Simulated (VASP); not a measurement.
# C in VASP: notebook

Runs on C. Level: PBE. Tasks: single point.

Everything below comes from runs of VASP 6.6.1. Logs are shortened: lines on timing, memory, paths and dates and some standing lists are left out, and cuts for length are marked.

## 1. The cell of the first run

The typed cell holds 4 atoms: a = 5.217 Å, b = 2.466 Å, c = 3.294 Å, α = 90.00°, β = 103.95°, γ = 90.00°.

The cell was built from a structure type or drawn by symmetry, and may not be a known phase.

## 2. Single point, PBE

INCAR

```
PREC     = Accurate       # precision mode
ENCUT    = 910            # plane-wave cutoff, eV
EDIFF    = 1E-6           # SCF threshold, eV
ISMEAR   = 0              # smearing method
SIGMA    = 0.1            # smearing width, eV
LREAL    = False          # projectors in reciprocal space
LASPH    = True           # aspherical terms in the spheres
NELM     = 120            # most SCF steps
ALGO     = Normal         # electronic algorithm
ISIF     = 2              # what is computed and relaxed
LWAVE    = False          # write WAVECAR
LCHARG   = False          # write CHGCAR
GGA      = PE             # functional
NBANDS   = 16             # bands
GGA_COMPAT= False
```

KPOINTS

```
regular mesh
0
Gamma
  6 8 6
```

POSCAR

```
C
1.0
    5.1505990532      0.0000000000      0.8311362087
    0.0000000000      2.4662654344      0.0000000000
   -1.2930472995      0.0000000000      3.0294789729
C
4
Direct
    0.9135730903      0.2497906361      0.2170043148
    0.0864269097      0.7497906361      0.2829956852
    0.0864269097      0.7502093639      0.7829956852
    0.9135730903      0.2502093639      0.7170043148
```

Potentials or basis: VASP PAW PBE potentials, release 64 (C_h).

Started as:

```
> cat potpaw_PBE.64/C_h/POTCAR > POTCAR
> mpirun -np 1 vasp_std > vasp.out
```

OUTCAR:

```text
PREC = Accurate
   ENCUT = 910
   EDIFF = 1E-6
   ISMEAR = 0
   LREAL = False
   LASPH = True
   NELM = 120
   ISIF = 2
   GGA = PE

 ion  position               nearest neighbor table
   1  0.914  0.250  0.217-   2 1.51   2 1.51
   2  0.086  0.750  0.283-   1 1.51   1 1.51
   3  0.086  0.750  0.783-   4 1.51   4 1.51
   4  0.914  0.250  0.717-   3 1.51   3 1.51

  LATTYP: Found a simple monoclinic cell.
 ALAT       =     3.2938904302
 B/A-ratio  =     0.7487393666
 C/A-ratio  =     1.5839103189
 COS(beta)  =    -0.2410279163

  Lattice vectors:

 A1 = (  -1.2930472995,   0.0000000000,   3.0294789729)
 A2 = (   0.0000000000,  -2.4662654344,   0.0000000000)
 A3 = (   5.1505990532,   0.0000000000,   0.8311362087)

Analysis of symmetry for initial positions (statically):
=====================================================================
 Subroutine PRICEL returns:
 Original cell was already a primitive cell.

 Routine SETGRP: Setting up the symmetry group for a
 simple monoclinic supercell.

 Subroutine GETGRP returns: Found  4 space group operations
 (whereof  2 operations were pure point group operations)
 out of a pool of  4 trial point group operations.

The static configuration has the point symmetry S_2 .
 The point group associated with its full space group is C_2h.

Analysis of symmetry for dynamics (positions and initial velocities):
=====================================================================
 Subroutine PRICEL returns:
 Original cell was already a primitive cell.

 Routine SETGRP: Setting up the symmetry group for a
 simple monoclinic supercell.

 Subroutine GETGRP returns: Found  4 space group operations
 (whereof  2 operations were pure point group operations)
 out of a pool of  4 trial point group operations.

The dynamic configuration has the point symmetry S_2 .
 The point group associated with its full space group is C_2h.

 Subroutine INISYM returns: Found  4 space group operations
 (whereof  2 operations are pure point group operations),
 and found     1 'primitive' translations

----------------------------------------------------------------------------------------

[... 94 lines left out ...]
   ENCUT  =  910.0 eV  66.88 Ry    8.18 a.u.  12.83  6.07  8.10*2*pi/ulx,y,z
   NELM   =    120;   NELMIN=  2; NELMDL= -5     # of ELM steps
   EDIFF  = 0.1E-05   stopping-criterion for ELM
   LREAL  =      F    real-space projection
   EDIFFG = 0.1E-04   stopping-criterion for IOM
   NSW    =      0    number of steps for IOM
   IBRION =     -1    ionic relax: 0-MD 1-quasi-New 2-CG
   NFREE  =      0    steps in history (QN), initial steepest desc. (CG)
   ISIF   =      2    stress and relaxation
   ISYM   =      2    0-nonsym 1-usesym 2-fastsym
   POTIM  = 0.5000    time-step for ionic-motion
   TEBEG  =    0.0;   TEEND  =   0.0 temperature during run
   PSTRESS=    0.0 pullay stress
   NELECT =      16.0000    total number of electrons
   NUPDOWN=      -1.0000    fix difference up-down
   EMIN   =  10.00;   EMAX   =-10.00  energy-range for DOS
   EFERMI =   0.00;   METHOD = LEGACY
   ISMEAR =     0;   SIGMA  =   0.10  broadening in eV -4-tet -1-fermi 0-gaus
   EFERMI_NEDOS =   21; number of points for ismear=-14 and -15
   IALGO  =     38    algorithm
   IMIX   =      4    mixing-type and parameters
     AMIX     =   0.40;   BMIX     =  1.00
     AMIX_MAG =   1.60;   BMIX_MAG =  1.00
  volume/ion in A,a.u.               =      10.28        69.40
  Fermi-wavevector in a.u.,A,eV,Ry     =   1.195044  2.258306 19.430903  1.428131
  Thomas-Fermi vector in A             =   2.331020
   LORBIT       =      0    0 simple, 1 ext, 2 COOP (PROOUT), +10 PAW based schemes
   GGA     = PE    functional components
   LHFCALC =     F    Hartree Fock is set to
   AEXX    =    0.0000 exact exchange contribution
   IVDW    =     0    specifies the selected vdW correction
   LEPSILON=     F    determine dielectric tensor
   LRPA    =     F    only Hartree local field effects (RPA)
 non-spin polarized calculation
 Gauss-broadening in eV      SIGMA  =   0.10
  energy-cutoff  :      910.00
  volume of cell :       41.13
 maximum number of plane-waves:      2584
 NGX is ok and might be reduce to    54

 number of electron      16.0000000 magnetization

 Free energy of the ion-electron system (eV)
  ---------------------------------------------------
  ext. energy  EPLUGINS =         0.00000000
  ---------------------------------------------------
  free energy    TOTEN  =       -29.85187604 eV

  energy without entropy =      -29.85174145  energy(sigma->0) =      -29.85180875

 E-fermi :   3.9762     XC(G=0):  -9.2900

 val. band max:        3.8079659043   @ k =   0.0000   0.0000   0.0000
 cond. band min:       4.1176976555   @ k =   0.0000   0.0000   0.0000
 fundamental gap:      0.3097317512
 Fermi energy:         3.9761536346

 k-point     1 :       0.0000    0.0000    0.0000
  band No.  band energies     occupation
      1     -17.5008      2.00000
      2      -7.8192      2.00000
      3      -6.4244      2.00000
      4      -5.9439      2.00000
      5      -2.3407      2.00000
      6       0.4586      2.00000
[... 433 lines left out ...]
      3      -6.2968      2.00000
      4      -3.0778      2.00000
      5      -2.0478      2.00000
      6      -0.0123      2.00000
[... 8 lines left out ...]
     15      17.2634      0.00000
     16      17.8297      0.00000

 [... further k-points ...]

------------------------ aborting loop because EDIFF is reached ----------------------------------------

  FORCE on cell =-STRESS in cart. coord.  units (eV):
  Direction    XX          YY          ZZ          XY          YZ          ZX
  --------------------------------------------------------------------------------------
  -------------------------------------------------------------------------------------
  Total        0.0143376     -0.0314571     -0.0043585      0.0000000      0.0000000      0.0096323
  in kB        0.5584648     -1.2252844     -0.1697694      0.0000000      0.0000000      0.3751887
  external PRESSURE =      -0.2788630 kB  Pullay stress =       0.0000000 kB

 VOLUME and BASIS-vectors are now :
 -----------------------------------------------------------------------------
  energy-cutoff  :      910.00
  volume of cell :       41.13
      direct lattice vectors                 reciprocal lattice vectors
     5.150599053  0.000000000  0.831136209     0.181641626  0.000000000  0.077528584
     0.000000000  2.466265434  0.000000000     0.000000000  0.405471360  0.000000000
    -1.293047299  0.000000000  3.029478973    -0.049833299  0.000000000  0.308819832

 POSITION                                       TOTAL-FORCE (eV/Angst)
 -----------------------------------------------------------------------------------
      4.42485      0.61605      1.41671        -0.013752      0.001261     -0.005810
      0.07922      1.84918      0.92916         0.013752      0.001261      0.005810
     -0.56730      1.85022      2.44390         0.013752     -0.001261      0.005810
      3.77833      0.61708      2.93145        -0.013752     -0.001261     -0.005810
 -----------------------------------------------------------------------------------
    total drift:                               -0.000000      0.000000     -0.000000

  FREE ENERGIE OF THE ION-ELECTRON SYSTEM (eV)
  ---------------------------------------------------
  free  energy   TOTEN  =       -29.8518760426 eV

  energy  without entropy=      -29.8517414491  energy(sigma->0) =      -29.85180875
```

stdout:

```text
POSCAR found type information on POSCAR C
 POSCAR found :  1 types and       4 ions
 scaLAPACK will be used
 LDA part: xc-table for (Slater+PW92), standard interpolation
 POSCAR, INCAR and KPOINTS ok, starting setup
 FFT: planning ... GRIDC
 FFT: planning ... GRID_SOFT
 FFT: planning ... GRID
 WAVECAR not read
 entering main loop
```

It took 61 s on 1 thread of AMD EPYC 9R45 (Zen 5), shared host; peak memory 0.22 GiB.

Results:

| Quantity | Value |
| --- | --- |
| Free energy | -29.8519 eV |
| Pressure | 0.0 GPa |
| Largest force | 0.015 eV/Å |

Forces on the atoms (eV/Å):
```
C   -0.014  0.001 -0.006
C    0.014  0.001  0.006
C    0.014 -0.001  0.006
C   -0.014 -0.001 -0.006
```

Stress tensor (GPa, compression positive):
```
 0.06  0.00  0.04
 0.00 -0.12  0.00
 0.04  0.00 -0.02
```

Caveat: the cutoff is under 1.25 times the usual one of these potentials, so pressure, stress and relaxed cells hold a basis-set (Pulay) error; this functional lacks dispersion, which binds the layers, so the pressure and a relaxed spacing across them are unreliable.

## 3. Single point, PBE

This run uses another cell than the first one: it holds 2 atoms, not 4.

INCAR

```
SYSTEM = C
PREC     = Accurate       ! precision mode
ENCUT    = 520            ! plane-wave cutoff, eV
EDIFF    = 1E-7           ! SCF threshold, eV
ISMEAR   = 0              ! smearing method
SIGMA    = 0.02           ! smearing width, eV
LREAL    = .FALSE.        ! projectors in reciprocal space
LASPH    = .TRUE.         ! aspherical terms in the spheres
NELM     = 60             ! most SCF steps
ALGO     = Normal         ! electronic algorithm
ISIF     = 2              ! what is computed and relaxed
LWAVE    = .FALSE.        ! write WAVECAR
LCHARG   = .TRUE.         ! write CHGCAR
GGA      = PE             ! functional
LELF     = .TRUE.         ! ELF
LVHAR    = .TRUE.       
NBANDS   = 11             ! bands
```

KPOINTS

```
regular mesh
0
G
  22 14 8
  0 0 0
```

POSCAR

```
C
1.0
    1.6502363283      0.0000000000     -0.0005241670
    0.0000000000      2.4644321797      0.0000000000
   -0.3918376049      0.0000000000      5.4320602257
C
2
Direct
    0.5191721381      0.2500000000      0.0803912725
    0.4808278619      0.7500000000      0.9196087275
```

Potentials or basis: VASP PAW PBE potentials, release 64 (C).

Started as:

```
> cat potpaw_PBE.64/C/POTCAR > POTCAR
> mpirun -np 1 vasp_std > vasp.out
```

Run time: 39 s. Hardware: 1 thread of Intel Xeon 6975P-C (Granite Rapids), shared host; peak memory 0.23 GiB.

Results (log left out):

* Free energy: -14.8996 eV
* Pressure: 0.4 GPa
* Largest force: 0.055 eV/Å

Forces on the atoms (eV/Å):
```
C    0.000  0.000  0.055
C    0.000  0.000 -0.055
```

Stress tensor (GPa, compression positive):
```
0.37 0.00 0.00
0.00 0.66 0.00
0.00 0.00 0.30
```

Caveat: this functional lacks dispersion, which binds the layers, so the pressure and a relaxed spacing across them are unreliable.

## 4. Single point, PBE

This run uses another cell than the first one: it holds 2 atoms, not 4.

INCAR

```
  ALGO = Normal
  EDIFF = 1E-7
  ENCUT = 520
  GGA = PE
  ISIF = 2
  ISMEAR = 0
  LASPH = True
  LCHARG = False
  LREAL = False
  LWAVE = False
  NBANDS = 11
  NELM = 60
  PREC = Accurate
  SIGMA = 0.02
```

KPOINTS

```
k-points
0
Gamma
  22 14 8
```

POSCAR is that of step 3.

Started as:

```
> cat potpaw_PBE.64/C/POTCAR > POTCAR
> mpirun -np 1 vasp_std > vasp.out
```

Run time: 38 s. Hardware: 1 thread of Intel Xeon 6975P-C (Granite Rapids), shared host; peak memory 0.24 GiB.

It converged, with:

| Quantity | Value |
| --- | --- |
| Free energy | -14.8996 eV |
| Pressure | 0.4 GPa |
| Largest force | 0.055 eV/Å |

Forces in eV/Å, atoms in the order of the input:
```
C    0.000  0.000  0.055
C    0.000  0.000 -0.055
```

Stress tensor (GPa, compression positive):
```
0.37 0.00 0.00
0.00 0.66 0.00
0.00 0.00 0.30
```

Caveat: this functional lacks dispersion, which binds the layers, so the pressure and a relaxed spacing across them are unreliable.
